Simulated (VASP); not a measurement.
TiAl3:

```xyz
4
Lattice="2.7817 0.0000 0.0000 0.0000 4.5857 0.0000 0.0000 0.0000 4.8007" Properties=species:S:1:pos:R:3 pbc="T T T"
Ti    0.0000    2.2929    0.7965
Al    0.0000    0.0000    4.0129
Al    1.3909    0.0000    1.5886
Al    1.3909    2.2929    3.2034
```

Base run:

| Quantity | Value |
| --- | --- |
| Program | VASP 6.6.1 |
| Functional | r2SCAN |
| Potentials or basis | VASP PAW PBE potentials, release 64 (Ti_sv, Al) |
| Cutoff | 520 eV |
| k mesh | 9 × 6 × 6 |
| Occupations | fermi-dirac, width 0.05 eV |
| Spin | no spin polarisation |

Its results: band gap on the k mesh zero (an odd number of electrons rules out a gap without spin polarisation); pressure 4.8 GPa; largest force 0.085 eV/Å.

Problem. The run is repeated on the same cell with these changes: functional from r2SCAN to LDA; potentials or basis from VASP PAW PBE potentials, release 64 (Ti_sv, Al) to VASP PAW LDA potentials, release 64 (Ti_sv, Al). What comes out?

Solution. Band gap on the k mesh zero (an odd number of electrons rules out a gap without spin polarisation); pressure 1.3 GPa; largest force 0.061 eV/Å.

Caveats: the cell stands under pressure (at least some runs); the PAW data sets were made with another functional, which shifts forces and pressure a little (at least some runs).
